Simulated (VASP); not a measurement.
# Te2Mo (P2_1/m) in VASP: further runs

Aim: see how the results for Te2Mo move with the level of theory and the settings. Levels: PBE, RPBE+D3(BJ), PBE exchange alone. Tasks: single point.

All numbers are computed with VASP 6.6.1; they aren't measurements. Logs are shortened: lines on timing, memory, paths and dates and some standing lists are left out, and cuts for length are marked.

### 1 The cell of the first run

It takes space group P2_1/m (No. 11, monoclinic). The conventional cell has a = 6.413 Å, b = 3.515 Å, c = 14.042 Å, α = 90.00°, β = 93.92°, γ = 90.00°. Te (site symmetry m) has 3 Mo at 2.83 to 2.85 Å and 6 Te at 3.51 to 3.67 Å within 3.7 Å. Within 3.6 Å of Te (site symmetry m) lie 3 Mo at 2.73 to 2.74 Å and 2 Te at 3.51 Å. Within 3.7 Å of Te (site symmetry m) lie 3 Mo at 2.83 to 2.85 Å and 6 Te at 3.51 to 3.70 Å. Te (site symmetry m) has 3 Mo at 2.73 to 2.75 Å and 2 Te at 3.51 Å within 3.6 Å. Within 3.6 Å of Mo (site symmetry m) lie 6 Te at 2.73 to 2.85 Å and 4 Mo at 2.93 to 3.51 Å. Mo (site symmetry m) has 6 Te at 2.73 to 2.85 Å and 4 Mo at 2.94 to 3.51 Å within 3.6 Å.

### 2 Single point, PBE

Input file INCAR:

```
PREC = Accurate
ENCUT = 520
EDIFF = 1E-6
ISMEAR = -1
SIGMA = 0.05
LREAL = F
LASPH = T
NELM = 80
ALGO = Normal
ISIF = 2
LWAVE = F
LCHARG = T
GGA = PE
LELF = T
LVHAR = T
NBANDS = 64
```

Input file KPOINTS:

```
regular mesh
0
Gamma
  4 8 2
```

Input file POSCAR:

```
Te2Mo
1.0
    6.4132990262      0.0000000000      0.0000000000
    0.0000000000      3.5146499719      0.0000000000
   -0.9592539627      0.0000000000     14.0095870791
Te Mo
8 4
Direct
    0.9437000000      0.7500000000      0.6045000000
    0.0563000000      0.2500000000      0.3955000000
    0.9030000000      0.2500000000      0.8514000000
    0.0970000000      0.7500000000      0.1486000000
    0.4112000000      0.7500000000      0.8955000000
    0.5888000000      0.2500000000      0.1045000000
    0.4432000000      0.2500000000      0.6484000000
    0.5568000000      0.7500000000      0.3516000000
    0.8167000000      0.7500000000      0.9926000000
    0.1833000000      0.2500000000      0.0074000000
    0.6819000000      0.2500000000      0.4934000000
    0.3181000000      0.7500000000      0.5066000000
```

Potentials or basis: VASP PAW PBE potentials, release 64 (Te, Mo_sv).

Command:

```
$ cat potpaw_PBE.64/Te/POTCAR potpaw_PBE.64/Mo_sv/POTCAR > POTCAR
$ mpirun -np 1 vasp_std > vasp.out
```

OUTCAR:

```text
PREC = Accurate
   ENCUT = 520
   EDIFF = 1E-6
   ISMEAR = -1
   LREAL = F
   LASPH = T
   NELM = 80
   ISIF = 2
   GGA = PE

 ion  position               nearest neighbor table
   1  0.944  0.750  0.605-  11 2.83  11 2.83  12 2.85   2 3.54   2 3.54   7 3.67   7 3.67
   2  0.056  0.250  0.395-  12 2.83  12 2.83  11 2.85   1 3.54   1 3.54   8 3.67   8 3.67
   3  0.903  0.250  0.851-   9 2.73   9 2.73  10 2.74
   4  0.097  0.750  0.149-  10 2.73  10 2.73   9 2.74
   5  0.411  0.750  0.895-  10 2.83  10 2.83   9 2.85   6 3.54   6 3.54
   6  0.589  0.250  0.105-   9 2.83   9 2.83  10 2.85   5 3.54   5 3.54
   7  0.443  0.250  0.648-  12 2.73  12 2.73  11 2.75   1 3.67   1 3.67
   8  0.557  0.750  0.352-  11 2.73  11 2.73  12 2.75   2 3.67   2 3.67
   9  0.817  0.750  0.993-   3 2.73   3 2.73   4 2.74   6 2.83   6 2.83   5 2.85  10 2.93  10 2.93

  10  0.183  0.250  0.007-   4 2.73   4 2.73   3 2.74   5 2.83   5 2.83   6 2.85   9 2.93   9 2.93

  11  0.682  0.250  0.493-   8 2.73   8 2.73   7 2.75   1 2.83   1 2.83   2 2.85  12 2.94  12 2.94

  12  0.318  0.750  0.507-   7 2.73   7 2.73   8 2.75   2 2.83   2 2.83   1 2.85  11 2.94  11 2.94

  LATTYP: Found a simple monoclinic cell.
 ALAT       =     6.4132990262
 B/A-ratio  =     0.5480252765
 C/A-ratio  =     2.1895734597
 COS(beta)  =    -0.0683113066

  Lattice vectors:

 A1 = (   6.4132990262,   0.0000000000,   0.0000000000)
 A2 = (   0.0000000000,   3.5146499719,   0.0000000000)
 A3 = (  -0.9592539627,   0.0000000000,  14.0095870791)

Analysis of symmetry for initial positions (statically):
=====================================================================
 Subroutine PRICEL returns:
 Original cell was already a primitive cell.

 Routine SETGRP: Setting up the symmetry group for a
 simple monoclinic supercell.

 Subroutine GETGRP returns: Found  4 space group operations
 (whereof  2 operations were pure point group operations)
 out of a pool of  4 trial point group operations.

The static configuration has the point symmetry S_2 .
 The point group associated with its full space group is C_2h.

Analysis of symmetry for dynamics (positions and initial velocities):
=====================================================================
 Subroutine PRICEL returns:
 Original cell was already a primitive cell.

 Routine SETGRP: Setting up the symmetry group for a
 simple monoclinic supercell.

 Subroutine GETGRP returns: Found  4 space group operations
 (whereof  2 operations were pure point group operations)
[... 135 lines left out ...]
   NUPDOWN=      -1.0000    fix difference up-down
   EMIN   =  10.00;   EMAX   =-10.00  energy-range for DOS
   EFERMI =   0.00;   METHOD = LEGACY
   ISMEAR =    -1;   SIGMA  =   0.05  broadening in eV -4-tet -1-fermi 0-gaus
   EFERMI_NEDOS =   21; number of points for ismear=-14 and -15
   IALGO  =     38    algorithm
   IMIX   =      4    mixing-type and parameters
     AMIX     =   0.40;   BMIX     =  1.00
     AMIX_MAG =   1.60;   BMIX_MAG =  1.00
  volume/ion in A,a.u.               =      26.32       177.58
  Fermi-wavevector in a.u.,A,eV,Ry     =   1.130550  2.136429 17.390185  1.278143
  Thomas-Fermi vector in A             =   2.267246
   LORBIT       =      0    0 simple, 1 ext, 2 COOP (PROOUT), +10 PAW based schemes
   GGA     = PE    functional components
   LHFCALC =     F    Hartree Fock is set to
   AEXX    =    0.0000 exact exchange contribution
   IVDW    =     0    specifies the selected vdW correction
   LEPSILON=     F    determine dielectric tensor
   LRPA    =     F    only Hartree local field effects (RPA)
 non-spin polarized calculation
  energy-cutoff  :      520.00
  volume of cell :      315.78
 maximum number of plane-waves:      8536
 NGX is ok and might be reduce to    48
   NGX = 23   NGY = 13   NGZ = 53

 number of electron     104.0000005 magnetization

 Free energy of the ion-electron system (eV)
  ---------------------------------------------------
  ext. energy  EPLUGINS =         0.00000000
  ---------------------------------------------------
  free energy    TOTEN  =       -71.85247950 eV

  energy without entropy =      -71.81697358  energy(sigma->0) =      -71.83472654

 E-fermi :   7.7140     XC(G=0): -10.1790

 val. band max:        7.7125821228   @ k =   0.5000   0.0000   0.5000
 cond. band min:       7.7192341030   @ k =   0.0000   0.1250   0.0000
 fundamental gap:      0.0066519801
 Fermi energy:         7.7139807502

 k-point     1 :       0.0000    0.0000    0.0000
  band No.  band energies     occupation
      1     -53.4015      2.00000
      2     -53.3771      2.00000
      3     -53.3534      2.00000
      4     -53.3278      2.00000
      5     -27.6239      2.00000
      6     -27.6024      2.00000
[... 1597 lines left out ...]
     63       9.9292      0.00000
     64      10.0507      0.00000

 [... further k-points ...]

------------------------ aborting loop because EDIFF is reached ----------------------------------------

  FORCE on cell =-STRESS in cart. coord.  units (eV):
  Direction    XX          YY          ZZ          XY          YZ          ZX
  --------------------------------------------------------------------------------------
  -------------------------------------------------------------------------------------
  Total       -2.1408637     -2.3317602     -2.8588215      0.0000000      0.0000000      0.1770484
  in kB      -10.8620227    -11.8305672    -14.5046990      0.0000000      0.0000000      0.8982839
  external PRESSURE =     -12.3990963 kB  Pullay stress =       0.0000000 kB

 VOLUME and BASIS-vectors are now :
 -----------------------------------------------------------------------------
  energy-cutoff  :      520.00
  volume of cell :      315.78
      direct lattice vectors                 reciprocal lattice vectors
     6.413299026  0.000000000  0.000000000     0.155925990  0.000000000  0.010676448
     0.000000000  3.514649972  0.000000000     0.000000000  0.284523355  0.000000000
    -0.959253963  0.000000000 14.009587079     0.000000000  0.000000000  0.071379691

 POSITION                                       TOTAL-FORCE (eV/Angst)
 -----------------------------------------------------------------------------------
      5.47236      2.63599      8.46880         0.025150     -0.000000     -0.240903
     -0.01832      0.87866      5.54079        -0.025150     -0.000000      0.240903
      4.97450      0.87866     11.92776        -0.005749     -0.000000      0.404882
      0.47954      2.63599      2.08182         0.005749      0.000000     -0.404882
      1.77814      2.63599     12.54559         0.016795      0.000000      0.273489
      3.67591      0.87866      1.46400        -0.016795     -0.000000     -0.273489
      2.22039      0.87866      9.08382        -0.003569     -0.000000     -0.440366
      3.23365      2.63599      4.92577         0.003569      0.000000      0.440366
      4.28559      2.63599     13.90592         0.207524     -0.000000     -0.015109
      1.16846      0.87866      0.10367        -0.207524     -0.000000      0.015109
      3.89993      0.87866      6.91233        -0.279980     -0.000000     -0.022982
      1.55411      2.63599      7.09726         0.279980     -0.000000      0.022982
 -----------------------------------------------------------------------------------
    total drift:                               -0.000000      0.000000      0.000000

  FREE ENERGIE OF THE ION-ELECTRON SYSTEM (eV)
  ---------------------------------------------------
  free  energy   TOTEN  =       -71.8524794992 eV

  energy  without entropy=      -71.8169735806  energy(sigma->0) =      -71.83472654
```

OSZICAR:

```text
N       E                     dE             d eps       ncg     rms          rms(c)
DAV:   1     0.846065372539E+03    0.84607E+03   -0.53199E+04  4504   0.145E+03
DAV:   2    -0.154064077458E+02   -0.86147E+03   -0.83764E+03  4760   0.340E+02
DAV:   3    -0.722523705676E+02   -0.56846E+02   -0.55135E+02  4648   0.738E+01
DAV:   4    -0.743938109719E+02   -0.21414E+01   -0.21162E+01  4808   0.131E+01
DAV:   5    -0.744674274499E+02   -0.73616E-01   -0.73507E-01  4960   0.254E+00    0.283E+01
DAV:   6    -0.728943320693E+02    0.15731E+01   -0.13242E+01  4536   0.139E+01    0.114E+01
DAV:   7    -0.729581761895E+02   -0.63844E-01   -0.12785E+01  4472   0.117E+01    0.879E+00
DAV:   8    -0.718585053236E+02    0.10997E+01   -0.35028E+00  4536   0.656E+00    0.459E+00
DAV:   9    -0.718698593718E+02   -0.11354E-01   -0.68646E-01  4872   0.256E+00    0.225E+00
DAV:  10    -0.718717262332E+02   -0.18669E-02   -0.20372E-01  4904   0.143E+00    0.162E+00
DAV:  11    -0.718531470239E+02    0.18579E-01   -0.13133E-01  4760   0.122E+00    0.731E-01
DAV:  12    -0.718532292308E+02   -0.82207E-04   -0.11828E-02  4272   0.344E-01    0.543E-01
DAV:  13    -0.718528072617E+02    0.42197E-03   -0.18024E-03  4696   0.145E-01    0.353E-01
DAV:  14    -0.718525439590E+02    0.26330E-03   -0.51426E-04  4680   0.866E-02    0.233E-01
DAV:  15    -0.718524854068E+02    0.58552E-04   -0.22310E-04  4656   0.535E-02    0.100E-01
DAV:  16    -0.718524787262E+02    0.66806E-05   -0.38973E-05  4824   0.174E-02    0.705E-02
DAV:  17    -0.718524794992E+02   -0.77301E-06   -0.20005E-06  2976   0.440E-03
   1 F= -.71852479E+02 E0= -.71834727E+02  d E =-.355059E-01
```

stdout:

```text
POSCAR found type information on POSCAR TeMo
 POSCAR found :  2 types and      12 ions
 scaLAPACK will be used
 LDA part: xc-table for (Slater+PW92), standard interpolation
 POSCAR, INCAR and KPOINTS ok, starting setup
 FFT: planning ... GRIDC
 FFT: planning ... GRID_SOFT
 FFT: planning ... GRID
 WAVECAR not read
 entering main loop
```

It took 8.6 min on 1 thread of Intel Xeon 6975P-C (Granite Rapids), shared host; peak memory 0.67 GiB.

Results:

```
Free energy            : -71.8525 eV
Pressure               : -1.2 GPa
Largest force          : 0.440 eV/Å
Band gap on the k mesh : zero (band 52 reaches 7.81 eV, above the bottom of band 53 at 7.67 eV)
```

Forces on the atoms (eV/Å):
```
Te   0.025  0.000 -0.241
Te  -0.025  0.000  0.241
Te  -0.006  0.000  0.405
Te   0.006  0.000 -0.405
Te   0.017  0.000  0.273
Te  -0.017  0.000 -0.273
Te  -0.004  0.000 -0.440
Te   0.004  0.000  0.440
Mo   0.208  0.000 -0.015
Mo  -0.208  0.000  0.015
Mo  -0.280  0.000 -0.023
Mo   0.280  0.000  0.023
```

Stress tensor (GPa, compression positive):
```
-1.09  0.00  0.09
 0.00 -1.18  0.00
 0.09  0.00 -1.45
```

Levels at points of the mesh, in eV from the Fermi level:
| k point | band 48 | band 49 | band 50 | band 51 | band 52 | band 53 | band 54 | band 55 | band 56 | band 57 |
| --- | --- | --- | --- | --- | --- | --- | --- | --- | --- | --- |
| (0.00, 0.00, 0.00) | -0.48 | -0.41 | -0.11 | 0.08 | 0.09 | 0.44 | 0.66 | 0.84 | 0.94 | 1.10 |
| (0.50, 0.00, 0.00) | -0.83 | -0.81 | -0.79 | -0.65 | -0.56 | -0.04 | 0.02 | 0.82 | 0.84 | 1.39 |
| (0.00, 0.50, 0.00) | -1.64 | -1.45 | -1.45 | -1.41 | -1.41 | 1.01 | 1.01 | 1.11 | 1.11 | 1.18 |
| (0.50, 0.50, 0.00) | -1.73 | -1.01 | -1.01 | -0.93 | -0.93 | 0.97 | 0.97 | 1.02 | 1.02 | 1.68 |
| (0.00, 0.00, 0.50) | -0.61 | -0.08 | -0.05 | -0.03 | -0.02 | 0.45 | 0.55 | 0.86 | 0.92 | 1.44 |
| (0.50, 0.00, 0.50) | -0.83 | -0.81 | -0.78 | -0.62 | -0.41 | 0.00 | 0.05 | 0.79 | 0.87 | 1.31 |
| (0.00, 0.50, 0.50) | -1.69 | -1.48 | -1.48 | -1.41 | -1.41 | 1.00 | 1.00 | 1.10 | 1.10 | 1.21 |
| (0.50, 0.50, 0.50) | -1.73 | -1.00 | -1.00 | -0.93 | -0.93 | 0.98 | 0.98 | 1.00 | 1.00 | 1.59 |

Caveat: spin-orbit coupling is left out, which moves the levels of the heavy elements.

### 3 Single point, RPBE+D3(BJ)

This run uses another cell than the first one, of 24.29 Å³/atom, 0.923 times its volume.

Input file INCAR:

```
SYSTEM = Te2Mo
PREC = Accurate ; ENCUT = 520
EDIFF = 1E-6 ; ISMEAR = -1
SIGMA = 0.05 ; LREAL = .FALSE.
LASPH = .TRUE. ; NELM = 80
ALGO = Normal ; ISIF = 2
LWAVE = .FALSE. ; LCHARG = .TRUE.
GGA = RP ; IVDW = 12
LELF = .TRUE. ; LVHAR = .TRUE.
NBANDS = 64
```

Input file KPOINTS:

```
regular mesh
0
G
  4 8 2
  0 0 0
```

Changes to POSCAR since step 2:

```diff
@@ -2,5 +2,5 @@
 1.0
-    6.4132990262      0.0000000000      0.0000000000
-    0.0000000000      3.5146499719      0.0000000000
-   -0.9592539627      0.0000000000     14.0095870791
+    6.2444489722      0.0000000000      0.0000000000
+    0.0000000000      3.4221158743      0.0000000000
+   -0.9339986171      0.0000000000     13.6407411037
 Te Mo
```

Potentials or basis: VASP PAW PBE potentials, release 64 (Te, Mo_sv).

Command:

```
$ cat potpaw_PBE.64/Te/POTCAR potpaw_PBE.64/Mo_sv/POTCAR > POTCAR
$ mpirun -np 1 vasp_std > vasp.out
```

OUTCAR:

```text
SYSTEM = Te2Mo
   PREC = Accurate
   ENCUT = 520
   EDIFF = 1E-6
   ISMEAR = -1
   LREAL = .FALSE.
   LASPH = .TRUE.
   NELM = 80
   ISIF = 2
   GGA = RP
   IVDW = 12
 IVDW          = 12

 ion  position               nearest neighbor table
   1  0.944  0.750  0.605-  11 2.75  11 2.75  12 2.77   2 3.44   2 3.44   7 3.57   7 3.57   7 3.65
                             7 3.65
   2  0.056  0.250  0.395-  12 2.75  12 2.75  11 2.77   1 3.44   1 3.44   8 3.57   8 3.57   8 3.65
                             8 3.65
   3  0.903  0.250  0.851-   9 2.66   9 2.66  10 2.67   5 3.60   5 3.60   5 3.62   5 3.62
   4  0.097  0.750  0.149-  10 2.66  10 2.66   9 2.67   6 3.60   6 3.60   6 3.62   6 3.62
   5  0.411  0.750  0.895-  10 2.76  10 2.76   9 2.78   6 3.45   6 3.45   3 3.60   3 3.60   3 3.62
                             3 3.62
   6  0.589  0.250  0.105-   9 2.76   9 2.76  10 2.78   5 3.45   5 3.45   4 3.60   4 3.60   4 3.62
                             4 3.62
   7  0.443  0.250  0.648-  12 2.66  12 2.66  11 2.67   1 3.57   1 3.57   1 3.65   1 3.65
   8  0.557  0.750  0.352-  11 2.66  11 2.66  12 2.67   2 3.57   2 3.57   2 3.65   2 3.65
   9  0.817  0.750  0.993-   3 2.66   3 2.66   4 2.67   6 2.76   6 2.76   5 2.78  10 2.85  10 2.85

  10  0.183  0.250  0.007-   4 2.66   4 2.66   3 2.67   5 2.76   5 2.76   6 2.78   9 2.85   9 2.85

  11  0.682  0.250  0.493-   8 2.66   8 2.66   7 2.67   1 2.75   1 2.75   2 2.77  12 2.86  12 2.86

  12  0.318  0.750  0.507-   7 2.66   7 2.66   8 2.67   2 2.75   2 2.75   1 2.77  11 2.86  11 2.86

  LATTYP: Found a simple monoclinic cell.
 ALAT       =     6.2444489722
 B/A-ratio  =     0.5480252765
 C/A-ratio  =     2.1895734597
 COS(beta)  =    -0.0683113066

  Lattice vectors:

 A1 = (   6.2444489722,   0.0000000000,   0.0000000000)
 A2 = (   0.0000000000,   3.4221158743,   0.0000000000)
 A3 = (  -0.9339986171,   0.0000000000,  13.6407411037)

Analysis of symmetry for initial positions (statically):
=====================================================================
 Subroutine PRICEL returns:
 Original cell was already a primitive cell.

[... 174 lines left out ...]
 non-spin polarized calculation
  energy-cutoff  :      520.00
  volume of cell :      291.49
 maximum number of plane-waves:      7882
 NGX is ok and might be reduce to    48
   NGX = 23   NGY = 13   NGZ = 51

 number of electron     103.9999998 magnetization

 Free energy of the ion-electron system (eV)
  ---------------------------------------------------
  ext. energy  EPLUGINS =         0.00000000
  ---------------------------------------------------
  free energy    TOTEN  =       -65.93233170 eV

  energy without entropy =      -65.89844187  energy(sigma->0) =      -65.91538678

 E-fermi :   8.8995     XC(G=0): -10.4708

 val. band max:        8.8936185140   @ k =   0.0000   0.0000   0.5000
 cond. band min:       8.9248482470   @ k =   0.2500   0.1250   0.0000
 fundamental gap:      0.0312297329
 Fermi energy:         8.8994606959

 k-point     1 :       0.0000    0.0000    0.0000
  band No.  band energies     occupation
      1     -52.1652      2.00000
      2     -52.1394      2.00000
      3     -52.0975      2.00000
      4     -52.0700      2.00000
      5     -26.4586      2.00000
      6     -26.4360      2.00000
[... 1597 lines left out ...]
     63      11.2894      0.00000
     64      11.4366      0.00000

 [... further k-points ...]

------------------------ aborting loop because EDIFF is reached ----------------------------------------

 Edisp (eV)  -33.78924

 E8    (eV) :   -22.6361

  FORCE on cell =-STRESS in cart. coord.  units (eV):
  Direction    XX          YY          ZZ          XY          YZ          ZX
  --------------------------------------------------------------------------------------
  -------------------------------------------------------------------------------------
  Total     -27.18353   -31.70853   -20.77658     0.00000     0.00000     0.11107
  in kB    -149.41342  -174.28496  -114.19784     0.00000     0.00000     0.61051
  external pressure =     -145.97 kB  Pullay stress =        0.00 kB

 VOLUME and BASIS-vectors are now :
 -----------------------------------------------------------------------------
  energy-cutoff  :      520.00
  volume of cell :      291.49
      direct lattice vectors                 reciprocal lattice vectors
     6.244448972  0.000000000  0.000000000     0.160142233  0.000000000  0.010965139
     0.000000000  3.422115874  0.000000000     0.000000000  0.292216873  0.000000000
    -0.933998617  0.000000000 13.640741104     0.000000000  0.000000000  0.073309800

 POSITION                                       TOTAL-FORCE (eV/Angst)
 -----------------------------------------------------------------------------------
      5.32828      2.56659      8.24583         0.138654      0.000000     -0.487758
     -0.01783      0.85553      5.39491        -0.138654     -0.000000      0.487758
      4.84353      0.85553     11.61373        -0.046166      0.000000     -0.066759
      0.46692      2.56659      2.02701         0.046166      0.000000      0.066759
      1.73132      2.56659     12.21528         0.155035      0.000000      0.528643
      3.57913      0.85553      1.42546        -0.155035     -0.000000     -0.528643
      2.16194      0.85553      8.84466         0.016077      0.000000      0.016301
      3.14852      2.56659      4.79608        -0.016077     -0.000000     -0.016301
      4.17275      2.56659     13.53980         0.079134      0.000000      0.147418
      1.13770      0.85553      0.10094        -0.079134      0.000000     -0.147418
      3.79725      0.85553      6.73034        -0.197946      0.000000      0.177571
      1.51320      2.56659      6.91040         0.197946      0.000000     -0.177571
 -----------------------------------------------------------------------------------
    total drift:                               -0.000000      0.000000      0.000000

  FREE ENERGIE OF THE ION-ELECTRON SYSTEM (eV)
  ---------------------------------------------------
  free  energy   TOTEN  =       -99.7215688717 eV

  energy  without entropy=      -99.6876790403  energy(sigma->0) =      -99.70462396
```

Wall time 6.1 min (1 thread of Intel Xeon 6975P-C (Granite Rapids), shared host); peak memory 0.64 GiB.

What came out:

- Free energy: -99.7216 eV
- Pressure: -14.6 GPa
- Largest force: 0.551 eV/Å
- Band gap on the k mesh: zero (band 52 reaches 9.04 eV, above the bottom of band 53 at 8.78 eV)
- Dispersion energy per atom: -2.816 eV

Forces in eV/Å, atoms in the order of the input:
```
Te   0.139  0.000 -0.488
Te  -0.139  0.000  0.488
Te  -0.046  0.000 -0.067
Te   0.046  0.000  0.067
Te   0.155  0.000  0.529
Te  -0.155  0.000 -0.529
Te   0.016  0.000  0.016
Te  -0.016  0.000 -0.016
Mo   0.079  0.000  0.147
Mo  -0.079  0.000 -0.147
Mo  -0.198  0.000  0.178
Mo   0.198  0.000 -0.178
```

Caveat: the PAW data sets were made with another functional, which shifts forces and pressure a little; spin-orbit coupling is left out, which moves the levels of the heavy elements; pairwise dispersion overbinds metals, which lowers pressure and volume.

[end of part 1 of 2]
